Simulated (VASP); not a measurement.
# Cd2As2F (P-3m1) in VASP: single point with PBE

Aim: the single point of Cd2As2F with PBE.

Everything below comes from runs of VASP 6.6.1. Logs are shortened: lines on timing, memory, paths and dates and some standing lists are left out, and cuts for length are marked.

**1. The cell of the first run**

The structure is trigonal, space group P-3m1 (No. 164). Conventional cell: a = 4.528 Å, b = 4.528 Å, c = 6.029 Å, α = 90.00°, β = 90.00°, γ = 120.00°. Cd (site symmetry 3m) has 5 As at 2.79 to 3.24 Å and 3 Cd at 2.96 Å and 3 F at 3.50 Å within 3.7 Å. Within 3.5 Å of F (site symmetry -3m) lie 6 As at 2.66 Å and 6 Cd at 3.50 Å. Within 3.5 Å of As (site symmetry 3m) lie 3 F at 2.66 Å and 3 As at 2.77 Å and 5 Cd at 2.79 to 3.24 Å.

**2. Single point, PBE**

INCAR reads:

```
PREC     = Accurate       # precision mode
ENCUT    = 520            # plane-wave cutoff, eV
EDIFF    = 1E-7           # SCF threshold, eV
ISMEAR   = 1              # smearing method
SIGMA    = 0.086          # smearing width, eV
LREAL    = False          # projectors in reciprocal space
LASPH    = True           # aspherical terms in the spheres
NELM     = 60             # most SCF steps
ALGO     = Normal         # electronic algorithm
ISIF     = 2              # what is computed and relaxed
LWAVE    = False          # write WAVECAR
LCHARG   = False          # write CHGCAR
GGA      = PE             # functional
NBANDS   = 28             # bands
```

KPOINTS reads:

```
Automatic mesh
0
Gamma
  6 6 4
```

POSCAR reads:

```
Cd2As2F
1.0
    2.2641041358      3.9215433968      0.0000000000
   -2.2641041358      3.9215433968      0.0000000000
    0.0000000000      0.0000000000      6.0289808727
Cd F As
2 1 2
Direct
    0.3333333333      0.3333333333      0.6147039983
    0.6666666667      0.6666666667      0.3852960017
    0.0000000000      0.0000000000      0.0000000000
    0.3333333333      0.3333333333      0.0767964292
    0.6666666667      0.6666666667      0.9232035708
```

Potentials or basis: VASP PAW PBE potentials, release 64 (Cd, F, As).

On the command line:

```console
$ cat potpaw_PBE.64/Cd/POTCAR potpaw_PBE.64/F/POTCAR potpaw_PBE.64/As/POTCAR > POTCAR
$ mpirun -np 1 vasp_std > vasp.out
```

OUTCAR:

```text
PREC = Accurate
   ENCUT = 520
   EDIFF = 1E-7
   ISMEAR = 1
   LREAL = False
   LASPH = True
   NELM = 60
   ISIF = 2
   GGA = PE

 ion  position               nearest neighbor table
   1  0.333  0.333  0.615-   4 2.79   2 2.96   2 2.96   2 2.96   5 3.21   5 3.21   5 3.21   4 3.24

   2  0.667  0.667  0.385-   5 2.79   1 2.96   1 2.96   1 2.96   4 3.21   4 3.21   4 3.21   5 3.24

   3  0.000  0.000  0.000-
   4  0.333  0.333  0.077-   5 2.77   5 2.77   5 2.77   1 2.79   2 3.21   2 3.21   2 3.21   1 3.24

   5  0.667  0.667  0.923-   4 2.77   4 2.77   4 2.77   2 2.79   1 3.21   1 3.21   1 3.21   2 3.24

  LATTYP: Found a hexagonal cell.
 ALAT       =     4.5282082716
 C/A-ratio  =     1.3314274678

  Lattice vectors:

 A1 = (   2.2641041358,  -3.9215433968,   0.0000000000)
 A2 = (   2.2641041358,   3.9215433968,   0.0000000000)
 A3 = (   0.0000000000,   0.0000000000,   6.0289808727)

Analysis of symmetry for initial positions (statically):
=====================================================================
 Subroutine PRICEL returns:
 Original cell was already a primitive cell.

 Routine SETGRP: Setting up the symmetry group for a
 hexagonal supercell.

 Subroutine GETGRP returns: Found 12 space group operations
 (whereof 12 operations were pure point group operations)
 out of a pool of 24 trial point group operations.

The static configuration has the point symmetry D_3d.

Analysis of symmetry for dynamics (positions and initial velocities):
=====================================================================
 Subroutine PRICEL returns:
 Original cell was already a primitive cell.

 Routine SETGRP: Setting up the symmetry group for a
 hexagonal supercell.

 Subroutine GETGRP returns: Found 12 space group operations
 (whereof 12 operations were pure point group operations)
 out of a pool of 24 trial point group operations.

The dynamic configuration has the point symmetry D_3d.

 Subroutine INISYM returns: Found 12 space group operations
 (whereof 12 operations are pure point group operations),
 and found     1 'primitive' translations

----------------------------------------------------------------------------------------

                                     Primitive cell

  volume of cell :     107.0600

  direct lattice vectors                    reciprocal lattice vectors
     2.264104136  3.921543397  0.000000000     0.220837899  0.127500820  0.000000000
    -2.264104136  3.921543397  0.000000000    -0.220837899  0.127500820  0.000000000
     0.000000000  0.000000000  6.028980873     0.000000000  0.000000000  0.165865512

  length of vectors
     4.528208272  4.528208272  6.028980873     0.255001641  0.255001641  0.165865512

  position of ions in fractional coordinates (direct lattice)
     0.333333333  0.333333333  0.614703998
     0.666666667  0.666666667  0.385296002
     0.000000000  0.000000000  0.000000000
     0.333333333  0.333333333  0.076796429
     0.666666667  0.666666667  0.923203571

  ion indices of the primitive-cell ions
   primitive index   ion index
                 1           1
                 2           2
                 3           3
                 4           4
                 5           5

----------------------------------------------------------------------------------------

 KPOINTS: Automatic mesh

Automatic generation of k-mesh.
 Grid dimensions read from file:
 generate k-points for:    6    6    4

 Generating k-lattice:

  Cartesian coordinates                     Fractional coordinates (reciprocal lattice)
     0.036806316  0.021250137  0.000000000     0.166666667  0.000000000  0.000000000
    -0.036806316  0.021250137  0.000000000     0.000000000  0.166666667  0.000000000
     0.000000000  0.000000000  0.041466378     0.000000000  0.000000000  0.250000000

  Length of vectors
     0.042500273  0.042500273  0.041466378

  Shift w.r.t. Gamma in fractional coordinates (k-lattice)
     0.000000000  0.000000000  0.000000000

 Subroutine IBZKPT returns following result:
 ===========================================

 Found     24 irreducible k-points:

 Following reciprocal coordinates:
            Coordinates               Weight
  0.000000  0.000000  0.000000      1.000000
  0.166667 -0.000000  0.000000      6.000000
  0.333333  0.000000  0.000000      6.000000
  0.500000 -0.000000  0.000000      3.000000
  0.333333  0.166667  0.000000      6.000000
  0.500000  0.166667  0.000000     12.000000
[... 16 lines left out ...]
  0.500000  0.166667  0.500000     12.000000
 -0.333333  0.333333  0.500000      2.000000
   k-points           NKPTS =     24   k-points in BZ     NKDIM =     24   number of bands    NBANDS=     28
   number of dos      NEDOS =    301   number of ions     NIONS =      5
   total plane-waves  NPLWV =  62208
   dimension x,y,z NGX =    36 NGY =   36 NGZ =   48
   dimension x,y,z NGXF=    72 NGYF=   72 NGZF=   96
   ions per type =               2   1   2
   NGX,Y,Z   is equivalent  to a cutoff of  13.22, 13.22, 13.24 a.u.
   NGXF,Y,Z  is equivalent  to a cutoff of  26.43, 26.43, 26.47 a.u.
 SYSTEM =  unknown system
   PREC   = accura    normal or accurate (medium, high low for compatibility)
   ISTART =      0    job   : 0-new  1-cont  2-samecut
   ICHARG =      2    charge: 1-file 2-atom 10-const
   ISPIN  =      1    spin polarized calculation?
   LNONCOLLINEAR =      F non collinear calculations
   LSORBIT =      F    spin-orbit coupling
   LASPH  =      T    aspherical Exc in radial PAW
   ENCUT  =  520.0 eV  38.22 Ry    6.18 a.u.   8.42  8.42 11.21*2*pi/ulx,y,z
   NELM   =     60;   NELMIN=  2; NELMDL= -5     # of ELM steps
   EDIFF  = 0.1E-06   stopping-criterion for ELM
   LREAL  =      F    real-space projection
   EDIFFG = 0.1E-05   stopping-criterion for IOM
   NSW    =      0    number of steps for IOM
   IBRION =     -1    ionic relax: 0-MD 1-quasi-New 2-CG
   NFREE  =      0    steps in history (QN), initial steepest desc. (CG)
   ISIF   =      2    stress and relaxation
   ISYM   =      2    0-nonsym 1-usesym 2-fastsym
   POTIM  = 0.5000    time-step for ionic-motion
   TEBEG  =    0.0;   TEEND  =   0.0 temperature during run
   PSTRESS=    0.0 pullay stress
   NELECT =      41.0000    total number of electrons
   NUPDOWN=      -1.0000    fix difference up-down
   EMIN   =  10.00;   EMAX   =-10.00  energy-range for DOS
   EFERMI =   0.00;   METHOD = LEGACY
   ISMEAR =     1;   SIGMA  =   0.09  broadening in eV -4-tet -1-fermi 0-gaus
   EFERMI_NEDOS =   21; number of points for ismear=-14 and -15
   IALGO  =     38    algorithm
   IMIX   =      4    mixing-type and parameters
     AMIX     =   0.40;   BMIX     =  1.00
     AMIX_MAG =   1.60;   BMIX_MAG =  1.00
  volume/ion in A,a.u.               =      21.41       144.50
  Fermi-wavevector in a.u.,A,eV,Ry     =   1.188850  2.246600 19.229984  1.413364
  Thomas-Fermi vector in A             =   2.324970
   LORBIT       =      0    0 simple, 1 ext, 2 COOP (PROOUT), +10 PAW based schemes
   GGA     = PE    functional components
   LHFCALC =     F    Hartree Fock is set to
   AEXX    =    0.0000 exact exchange contribution
   IVDW    =     0    specifies the selected vdW correction
   LEPSILON=     F    determine dielectric tensor
   LRPA    =     F    only Hartree local field effects (RPA)
 non-spin polarized calculation
 Methfessel and Paxton  Order N= 1 SIGMA  =   0.09
  energy-cutoff  :      520.00
  volume of cell :      107.06
 maximum number of plane-waves:      2916
 NGX is ok and might be reduce to    36
   NGX = 17   NGY = 17   NGZ = 23

 number of electron      41.0000005 magnetization

 Free energy of the ion-electron system (eV)
  ---------------------------------------------------
  ext. energy  EPLUGINS =         0.00000000
  ---------------------------------------------------
  free energy    TOTEN  =       -13.84886662 eV

  energy without entropy =      -13.84994573  energy(sigma->0) =      -13.84922633

 E-fermi :   2.8328     XC(G=0):  -9.8313

 val. band max:        2.8024948566   @ k =   0.5000   0.1667   0.5000
 cond. band min:       2.8859803206   @ k =   0.0000   0.0000   0.5000
 fundamental gap:      0.0834854640
 Fermi energy:         2.8327778000

 k-point     1 :       0.0000    0.0000    0.0000
  band No.  band energies     occupation
      1     -19.4940      2.00000
      2      -9.7907      2.00000
      3      -6.6230      2.00000
      4      -6.3515      2.00000
      5      -6.3515      2.00000
      6      -6.1798      2.00000
[... 20 lines left out ...]
     27       8.5206      0.00000
     28       8.5206      0.00000

 k-point     2 :       0.1667   -0.0000    0.0000
  band No.  band energies     occupation
      1     -19.4837      2.00000
      2      -9.6957      2.00000
      3      -6.8000      2.00000
      4      -6.3460      2.00000
      5      -6.3151      2.00000
      6      -6.1483      2.00000
[... 20 lines left out ...]
     27       8.7659      0.00000
     28       8.8379      0.00000

 k-point     3 :       0.3333    0.0000    0.0000
  band No.  band energies     occupation
      1     -19.4630      2.00000
      2      -9.4187      2.00000
      3      -7.3358      2.00000
      4      -6.3281      2.00000
      5      -6.2378      2.00000
      6      -6.0359      2.00000
[... 20 lines left out ...]
     27       8.6824      0.00000
     28       9.3573      0.00000

 k-point     4 :       0.5000   -0.0000    0.0000
  band No.  band energies     occupation
      1     -19.4527      2.00000
      2      -9.1824      2.00000
      3      -7.7452      2.00000
      4      -6.3171      2.00000
      5      -6.1454      2.00000
      6      -6.0022      2.00000
[... 20 lines left out ...]
     27       8.8316      0.00000
     28       9.7551      0.00000

 k-point     5 :       0.3333    0.1667    0.0000
  band No.  band energies     occupation
      1     -19.4682      2.00000
      2      -9.4969      2.00000
      3      -7.1930      2.00000
      4      -6.3381      2.00000
      5      -6.2489      2.00000
      6      -6.1143      2.00000
[... 20 lines left out ...]
     27       8.8900      0.00000
     28       9.0983      0.00000

 k-point     6 :       0.5000    0.1667    0.0000
  band No.  band energies     occupation
      1     -19.4528      2.00000
      2      -9.1269      2.00000
      3      -7.8508      2.00000
      4      -6.3234      2.00000
      5      -6.1420      2.00000
      6      -6.0262      2.00000
[... 463 lines left out ...]
      5      -6.2885      2.00000
      6      -6.1392      2.00000
[... 20 lines left out ...]
     27       7.1538      0.00000
     28       8.5705      0.00000

 k-point    22 :       0.3333    0.1667    0.5000
  band No.  band energies     occupation
      1     -19.4681      2.00000
      2      -9.3705      2.00000
      3      -6.9125      2.00000
      4      -6.3318      2.00000
      5      -6.2886      2.00000
      6      -6.2018      2.00000
[... 20 lines left out ...]
     27       8.3626      0.00000
     28       9.2555      0.00000

 k-point    23 :       0.5000    0.1667    0.5000
  band No.  band energies     occupation
      1     -19.4526      2.00000
      2      -9.0004      2.00000
      3      -7.6527      2.00000
      4      -6.3221      2.00000
      5      -6.2484      2.00000
      6      -6.1645      2.00000
[... 20 lines left out ...]
     27       7.4185      0.00000
     28       8.9949      0.00000

 k-point    24 :      -0.3333    0.3333    0.5000
  band No.  band energies     occupation
      1     -19.4477      2.00000
      2      -8.4207      2.00000
      3      -8.4207      2.00000
      4      -6.3212      2.00000
      5      -6.1954      2.00000
      6      -6.1954      2.00000
[... 20 lines left out ...]
     27       7.4748      0.00000
     28       8.9101      0.00000

------------------------ aborting loop because EDIFF is reached ----------------------------------------

  FORCE on cell =-STRESS in cart. coord.  units (eV):
  Direction    XX          YY          ZZ          XY          YZ          ZX
  --------------------------------------------------------------------------------------
  -------------------------------------------------------------------------------------
  Total        0.0018727      0.0018727      0.1348276      0.0000000      0.0000000      0.0000000
  in kB        0.0280249      0.0280249      2.0177248      0.0000000      0.0000000      0.0000000
  external PRESSURE =       0.6912582 kB  Pullay stress =       0.0000000 kB

 VOLUME and BASIS-vectors are now :
 -----------------------------------------------------------------------------
  energy-cutoff  :      520.00
  volume of cell :      107.06
      direct lattice vectors                 reciprocal lattice vectors
     2.264104136  3.921543397  0.000000000     0.220837899  0.127500820  0.000000000
    -2.264104136  3.921543397  0.000000000    -0.220837899  0.127500820  0.000000000
     0.000000000  0.000000000  6.028980873     0.000000000  0.000000000  0.165865512

 POSITION                                       TOTAL-FORCE (eV/Angst)
 -----------------------------------------------------------------------------------
      0.00000      2.61436      3.70604        -0.000000      0.000000     -0.005504
      0.00000      5.22872      2.32294        -0.000000      0.000000      0.005504
      0.00000      0.00000      0.00000         0.000000     -0.000000      0.000000
      0.00000      2.61436      0.46300         0.000000      0.000000      0.019915
      0.00000      5.22872      5.56598         0.000000     -0.000000     -0.019915
 -----------------------------------------------------------------------------------
    total drift:                               -0.000000      0.000000      0.000000

  FREE ENERGIE OF THE ION-ELECTRON SYSTEM (eV)
  ---------------------------------------------------
  free  energy   TOTEN  =       -13.8488666215 eV

  energy  without entropy=      -13.8499457341  energy(sigma->0) =      -13.84922633
```

Wall time 54 s (1 thread of Intel Xeon Platinum 8488C (Sapphire Rapids), shared host); peak memory 0.27 GiB.

Results:

| Quantity | Value |
| --- | --- |
| Free energy | -13.8489 eV |
| Pressure | 0.1 GPa |
| Largest force | 0.020 eV/Å |
| Band gap on the k mesh | zero (an odd number of electrons rules out a gap without spin polarisation) |

Forces in eV/Å, atoms in the order of the input:
```
Cd   0.000  0.000 -0.006
Cd   0.000  0.000  0.006
F    0.000  0.000  0.000
As   0.000  0.000  0.020
As   0.000  0.000 -0.020
```

Caveat: an odd number of electrons without spin polarisation forces a metal; a magnetic or distorted state may lie lower.

The gap in the log of VASP goes by the Fermi energy; the results here count the filled bands.